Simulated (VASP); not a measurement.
# Co (Fd-3m) in VASP: further runs

Co is run at these levels: PBE; tasks: relaxation of cell and atoms, single point.

Program: VASP 6.6.1. These are calculated values, not measurements. Logs are shortened: lines on timing, memory, paths and dates and some standing lists are left out, and cuts for length are marked.

**1. The cell of the first run**

The structure is cubic, space group Fd-3m (No. 227). Conventional cell: a = 4.627 Å, b = 4.627 Å, c = 4.627 Å, α = 90.00°, β = 90.00°, γ = 90.00°. Co (site symmetry -43m) has 4 Co at 2.00 Å within 2.7 Å.

This isn't the form of Co at room conditions, which is hcp.

**2. Relaxation of cell and atoms, PBE**

File INCAR:

```
SYSTEM = Co
  ALGO = Normal
  EDIFF = 1E-7
  EDIFFG = -0.04
  ENCUT = 690
  GGA = PE
  GGA_COMPAT = .FALSE.
  IBRION = 2
  ISIF = 3
  ISMEAR = 0
  LASPH = .TRUE.
  LCHARG = .FALSE.
  LREAL = .FALSE.
  LWAVE = .FALSE.
  NELM = 120
  NELMIN = 4
  NSW = 90
  PREC = Accurate
  SIGMA = 0.1
```

File KPOINTS:

```
k-points
0
G
  6 6 6
  0 0 0
```

File POSCAR:

```
Co
1.0
    0.0000000000      2.3137151500      2.3137151500
    2.3137151500      0.0000000000      2.3137151500
    2.3137151500      2.3137151500      0.0000000000
Co
2
Direct
    0.5000000000      0.5000000000      0.5000000000
    0.7500000000      0.7500000000      0.7500000000
```

Potentials or basis: VASP PAW PBE potentials, release 64 (Co_sv).

Run with:

```
$ cat potpaw_PBE.64/Co_sv/POTCAR > POTCAR
$ mpirun -np 1 vasp_std > vasp.out
```

OUTCAR:

```text
SYSTEM = Co
   EDIFF = 1E-7
   EDIFFG = -0.04
   ENCUT = 690
   GGA = PE
   IBRION = 2
   ISIF = 3
   ISMEAR = 0
   LASPH = .TRUE.
   LREAL = .FALSE.
   NELM = 120
   NELMIN = 4
   NSW = 90
   PREC = Accurate

 ion  position               nearest neighbor table
   1  0.500  0.500  0.500-   2 2.00   2 2.00   2 2.00   2 2.00
   2  0.750  0.750  0.750-   1 2.00   1 2.00   1 2.00   1 2.00

  LATTYP: Found a face centered cubic cell.
 ALAT       =     4.6274303000

  Lattice vectors:

 A1 = (   0.0000000000,   2.3137151500,   2.3137151500)
 A2 = (   2.3137151500,   0.0000000000,   2.3137151500)
 A3 = (   2.3137151500,   2.3137151500,   0.0000000000)

Analysis of symmetry for initial positions (statically):
=====================================================================
 Subroutine PRICEL returns:
 Original cell was already a primitive cell.

 Routine SETGRP: Setting up the symmetry group for a
 face centered cubic supercell.

 Subroutine GETGRP returns: Found 48 space group operations
 (whereof 24 operations were pure point group operations)
 out of a pool of 48 trial point group operations.

The static configuration has the point symmetry T_d .
 The point group associated with its full space group is O_h .

Analysis of symmetry for dynamics (positions and initial velocities):
=====================================================================
 Subroutine PRICEL returns:
 Original cell was already a primitive cell.

 Routine SETGRP: Setting up the symmetry group for a
 face centered cubic supercell.

 Subroutine GETGRP returns: Found 48 space group operations
 (whereof 24 operations were pure point group operations)
 out of a pool of 48 trial point group operations.

The dynamic configuration has the point symmetry T_d .
 The point group associated with its full space group is O_h .

 Subroutine INISYM returns: Found 48 space group operations
 (whereof 24 operations are pure point group operations),
 and found     1 'primitive' translations

----------------------------------------------------------------------------------------

                                     Primitive cell

  volume of cell :      24.7719

  direct lattice vectors                    reciprocal lattice vectors
     0.000000000  2.313715150  2.313715150    -0.216102661  0.216102661  0.216102661
     2.313715150  0.000000000  2.313715150     0.216102661 -0.216102661  0.216102661
     2.313715150  2.313715150  0.000000000     0.216102661  0.216102661 -0.216102661

  length of vectors
     3.272087345  3.272087345  3.272087345     0.374300788  0.374300788  0.374300788

  position of ions in fractional coordinates (direct lattice)
     0.500000000  0.500000000  0.500000000
     0.750000000  0.750000000  0.750000000

  ion indices of the primitive-cell ions
   primitive index   ion index
                 1           1
                 2           2

----------------------------------------------------------------------------------------

 KPOINTS: k-points

Automatic generation of k-mesh.
 Grid dimensions read from file:
 generate k-points for:    6    6    6

 Generating k-lattice:

  Cartesian coordinates                     Fractional coordinates (reciprocal lattice)
    -0.036017110  0.036017110  0.036017110     0.166666667  0.000000000  0.000000000
     0.036017110 -0.036017110  0.036017110     0.000000000  0.166666667  0.000000000
     0.036017110  0.036017110 -0.036017110     0.000000000  0.000000000  0.166666667

  Length of vectors
     0.062383465  0.062383465  0.062383465

  Shift w.r.t. Gamma in fractional coordinates (k-lattice)
     0.000000000  0.000000000  0.000000000

 Subroutine IBZKPT returns following result:
 ===========================================

 Found     16 irreducible k-points:

 Following reciprocal coordinates:
            Coordinates               Weight
  0.000000  0.000000  0.000000      1.000000
  0.166667  0.000000  0.000000      8.000000
  0.333333  0.000000  0.000000      8.000000
  0.500000  0.000000  0.000000      4.000000
  0.166667  0.166667  0.000000      6.000000
  0.333333  0.166667  0.000000     24.000000
[... 8 lines left out ...]
 -0.333333  0.333333  0.166667     24.000000
 -0.333333  0.500000  0.166667     12.000000
   k-points           NKPTS =     16   k-points in BZ     NKDIM =     16   number of bands    NBANDS=     21
   number of dos      NEDOS =    301   number of ions     NIONS =      2
   total plane-waves  NPLWV =  21952
   dimension x,y,z NGX =    28 NGY =   28 NGZ =   28
   dimension x,y,z NGXF=    56 NGYF=   56 NGZF=   56
   ions per type =               2
   NGX,Y,Z   is equivalent  to a cutoff of  14.23, 14.23, 14.23 a.u.
   NGXF,Y,Z  is equivalent  to a cutoff of  28.45, 28.45, 28.45 a.u.
 SYSTEM =  Co
   PREC   = accura    normal or accurate (medium, high low for compatibility)
   ISTART =      0    job   : 0-new  1-cont  2-samecut
   ICHARG =      2    charge: 1-file 2-atom 10-const
   ISPIN  =      1    spin polarized calculation?
   LNONCOLLINEAR =      F non collinear calculations
   LSORBIT =      F    spin-orbit coupling
   LASPH  =      T    aspherical Exc in radial PAW
   ENCUT  =  690.0 eV  50.71 Ry    7.12 a.u.   7.01  7.01  7.01*2*pi/ulx,y,z
   NELM   =    120;   NELMIN=  4; NELMDL= -5     # of ELM steps
   EDIFF  = 0.1E-06   stopping-criterion for ELM
   LREAL  =      F    real-space projection
   EDIFFG = -.4E-01   stopping-criterion for IOM
   NSW    =     90    number of steps for IOM
   IBRION =      2    ionic relax: 0-MD 1-quasi-New 2-CG
   NFREE  =      1    steps in history (QN), initial steepest desc. (CG)
   ISIF   =      3    stress and relaxation
   ISYM   =      2    0-nonsym 1-usesym 2-fastsym
   POTIM  = 0.5000    time-step for ionic-motion
   TEBEG  =    0.0;   TEEND  =   0.0 temperature during run
   PSTRESS=    0.0 pullay stress
   NELECT =      34.0000    total number of electrons
   NUPDOWN=      -1.0000    fix difference up-down
   EMIN   =  10.00;   EMAX   =-10.00  energy-range for DOS
   EFERMI =   0.00;   METHOD = LEGACY
   ISMEAR =     0;   SIGMA  =   0.10  broadening in eV -4-tet -1-fermi 0-gaus
   EFERMI_NEDOS =   21; number of points for ismear=-14 and -15
   IALGO  =     38    algorithm
   IMIX   =      4    mixing-type and parameters
     AMIX     =   0.40;   BMIX     =  1.00
     AMIX_MAG =   1.60;   BMIX_MAG =  1.00
  volume/ion in A,a.u.               =      12.39        83.58
  Fermi-wavevector in a.u.,A,eV,Ry     =   1.819343  3.438060 45.035405  3.310009
  Thomas-Fermi vector in A             =   2.876148
   LORBIT       =      0    0 simple, 1 ext, 2 COOP (PROOUT), +10 PAW based schemes
   GGA     = PE    functional components
   LHFCALC =     F    Hartree Fock is set to
   AEXX    =    0.0000 exact exchange contribution
   IVDW    =     0    specifies the selected vdW correction
   LEPSILON=     F    determine dielectric tensor
   LRPA    =     F    only Hartree local field effects (RPA)
 conjugate gradient relaxation of ions
 non-spin polarized calculation
 Gauss-broadening in eV      SIGMA  =   0.10
  energy-cutoff  :      690.00
  volume of cell :       24.77
 maximum number of plane-waves:      1034
   NGX = 13   NGY = 13   NGZ = 13

--------------------------------------- Ionic step        1  -------------------------------------------

 number of electron      33.9999976 magnetization

 Free energy of the ion-electron system (eV)
  ---------------------------------------------------
  ext. energy  EPLUGINS =         0.00000000
  ---------------------------------------------------
  free energy    TOTEN  =       -11.05044151 eV

  energy without entropy =      -11.03746742  energy(sigma->0) =      -11.04395446

 E-fermi :  10.2143     XC(G=0): -12.7582

 val. band max:       10.1372806150   @ k =   0.5000   0.3333   0.1667
 cond. band min:      10.2477420135   @ k =  -0.1667   0.1667   0.0000
 fundamental gap:      0.1104613984
 Fermi energy:        10.2143110434

 k-point     1 :       0.0000    0.0000    0.0000
  band No.  band energies     occupation
      1     -85.5745      2.00000
      2     -85.1119      2.00000
      3     -49.0003      2.00000
      4     -49.0003      2.00000
      5     -49.0003      2.00000
      6     -48.3285      2.00000
[... 13 lines left out ...]
     20      25.2450      0.00000
     21      25.2494      0.00000

 k-point     2 :       0.1667    0.0000    0.0000
  band No.  band energies     occupation
      1     -85.5519      2.00000
      2     -85.1350      2.00000
      3     -49.0212      2.00000
      4     -49.0212      2.00000
      5     -48.9984      2.00000
      6     -48.3344      2.00000
[... 13 lines left out ...]
     20      19.7075      0.00000
     21      23.2892      0.00000
[... 411 lines left out ...]
  FORCE on cell =-STRESS in cart. coord.  units (eV):
  Direction    XX          YY          ZZ          XY          YZ          ZX
  --------------------------------------------------------------------------------------
  -------------------------------------------------------------------------------------
  Total       -0.1852131     -0.1852131     -0.1852131      0.0000000     -0.0000000      0.0000000
  in kB      -10.0731112    -10.0731112    -10.0731112      0.0000000     -0.0000000      0.0000000
  external PRESSURE =     -10.0731112 kB  Pullay stress =       0.0000000 kB

 VOLUME and BASIS-vectors are now :
 -----------------------------------------------------------------------------
  energy-cutoff  :      690.00
  volume of cell :       29.46
      direct lattice vectors                 reciprocal lattice vectors
     0.000000000  2.451298612  2.451298612    -0.203973517  0.203973517  0.203973517
     2.451298612 -0.000000000  2.451298612     0.203973517 -0.203973517  0.203973517
     2.451298612  2.451298612 -0.000000000     0.203973517  0.203973517 -0.203973517

 POSITION                                       TOTAL-FORCE (eV/Angst)
 -----------------------------------------------------------------------------------
      2.45130      2.45130      2.45130         0.000000      0.000000      0.000000
      3.67695      3.67695      3.67695        -0.000000     -0.000000     -0.000000
 -----------------------------------------------------------------------------------
    total drift:                                0.000000      0.000000      0.000000

  FREE ENERGIE OF THE ION-ELECTRON SYSTEM (eV)
  ---------------------------------------------------
  free  energy   TOTEN  =       -11.4853593025 eV

  energy  without entropy=      -11.4654824284  energy(sigma->0) =      -11.47542087

--------------------------------------- Ionic step        4  -------------------------------------------

 number of electron      34.0000015 magnetization

 Free energy of the ion-electron system (eV)
  ---------------------------------------------------
  ext. energy  EPLUGINS =         0.00000000
  ---------------------------------------------------
  free energy    TOTEN  =       -11.48596702 eV

  energy without entropy =      -11.46631311  energy(sigma->0) =      -11.47614007

 E-fermi :   7.8230     XC(G=0): -11.7924

 val. band max:        7.7745670802   @ k =   0.5000   0.3333   0.1667
 cond. band min:       7.8323821938   @ k =  -0.1667   0.1667   0.0000
 fundamental gap:      0.0578151135
 Fermi energy:         7.8230053340

 k-point     1 :       0.0000    0.0000    0.0000
  band No.  band energies     occupation
      1     -87.5192      2.00000
      2     -87.2673      2.00000
      3     -50.8973      2.00000
      4     -50.8973      2.00000
      5     -50.8973      2.00000
      6     -50.4792      2.00000
[... 13 lines left out ...]
     20      21.1964      0.00000
     21      21.1964      0.00000

 k-point     2 :       0.1667    0.0000    0.0000
  band No.  band energies     occupation
      1     -87.5068      2.00000
      2     -87.2798      2.00000
      3     -50.9102      2.00000
      4     -50.9102      2.00000
      5     -50.8957      2.00000
      6     -50.4846      2.00000
[... 13 lines left out ...]
     20      16.2051      0.00000
     21      19.3914      0.00000
[... 339 lines left out ...]
  FORCE on cell =-STRESS in cart. coord.  units (eV):
  Direction    XX          YY          ZZ          XY          YZ          ZX
  --------------------------------------------------------------------------------------
  -------------------------------------------------------------------------------------
  Total       -0.0355029     -0.0355029     -0.0355029      0.0000000      0.0000000      0.0000000
  in kB       -1.9413649     -1.9413649     -1.9413649      0.0000000      0.0000000      0.0000000
  external PRESSURE =      -1.9413649 kB  Pullay stress =       0.0000000 kB

 VOLUME and BASIS-vectors are now :
 -----------------------------------------------------------------------------
  energy-cutoff  :      690.00
  volume of cell :       29.30
      direct lattice vectors                 reciprocal lattice vectors
     0.000000000  2.446877871  2.446877871    -0.204342034  0.204342034  0.204342034
     2.446877871 -0.000000000  2.446877871     0.204342034 -0.204342034  0.204342034
     2.446877871  2.446877871 -0.000000000     0.204342034  0.204342034 -0.204342034

 POSITION                                       TOTAL-FORCE (eV/Angst)
 -----------------------------------------------------------------------------------
      2.44688      2.44688      2.44688         0.000000      0.000000      0.000000
      3.67032      3.67032      3.67032        -0.000000     -0.000000     -0.000000
 -----------------------------------------------------------------------------------
    total drift:                                0.000000      0.000000      0.000000

  FREE ENERGIE OF THE ION-ELECTRON SYSTEM (eV)
  ---------------------------------------------------
  free  energy   TOTEN  =       -11.4859670195 eV

  energy  without entropy=      -11.4663131120  energy(sigma->0) =      -11.47614007

 reached required accuracy - stopping structural energy minimisation
```

Wall time 58 s (1 thread of Intel Xeon Platinum 8488C (Sapphire Rapids), shared host); peak memory 0.15 GiB.

What came out:

| Property | Result |
| --- | --- |
| Free energy | -11.4860 eV |
| Relaxed volume | 14.65 Å³/atom |
| Relaxed cell | a = 3.460 Å, b = 3.460 Å, c = 3.460 Å, α = 60.00°, β = 60.00°, γ = 60.00° |
| Space group after relaxing (to 0.1 Å) | Fd-3m (No. 227) |
| Energy gained by relaxing | 217.8 meV/atom |
| Ionic steps | 4 |
| Pressure after relaxing | -0.2 GPa |
| Band gap on the k mesh | zero (bands 17 and 18 overlap by 0.71 eV) |

The path:
| step | energy change (eV) | largest force (eV/Å) | pressure (GPa) | volume (Å³) |
| --- | --- | --- | --- | --- |
| 1 | 0.0000 | 0.0000 | 36.08 | 24.77 |
| 2 | 0.0684 | 0.0000 | -18.79 | 36.18 |
| 3 | -0.4349 | 0.0000 | -1.01 | 29.46 |
| 4 | -0.4355 | 0.0000 | -0.19 | 29.30 |

Final structure:
```
CELL_PARAMETERS angstrom
0.00000 2.44688 2.44688
2.44688 0.00000 2.44688
2.44688 2.44688 0.00000
ATOMIC_POSITIONS crystal
Co 0.50000 0.50000 0.50000
Co 0.75000 0.75000 0.75000
```

Levels at points of the mesh, in eV from the Fermi level:
| k point | band 13 | band 14 | band 15 | band 16 | band 17 | band 18 | band 19 | band 20 | band 21 |
| --- | --- | --- | --- | --- | --- | --- | --- | --- | --- |
| (0.00, 0.00, 0.00) | -2.94 | -2.94 | -1.08 | -1.08 | -1.08 | 0.29 | 0.29 | 13.37 | 13.37 |
| (0.50, 0.00, 0.00) | -2.94 | -2.94 | -1.58 | -0.61 | -0.61 | 0.08 | 0.08 | 1.49 | 9.80 |
| (0.50, 0.50, 0.00) | -2.07 | -2.07 | -1.37 | -1.37 | 0.26 | 0.26 | 1.86 | 1.86 | 4.88 |

Caveat: the k points lie up to 0.37 Å⁻¹ apart in the final cell, too coarse for converged energies and pressures of a metal; the volume moved by over 15 % at a fixed basis, so the end points are rough; the run has no spin polarisation, though such a crystal can be magnetic. Spin polarisation is off, so any magnetic state and its effect on volume and gap are missing.

(Part 1 of 2 ends here.)

The gap in the log of VASP goes by the Fermi energy; the results here count the filled bands.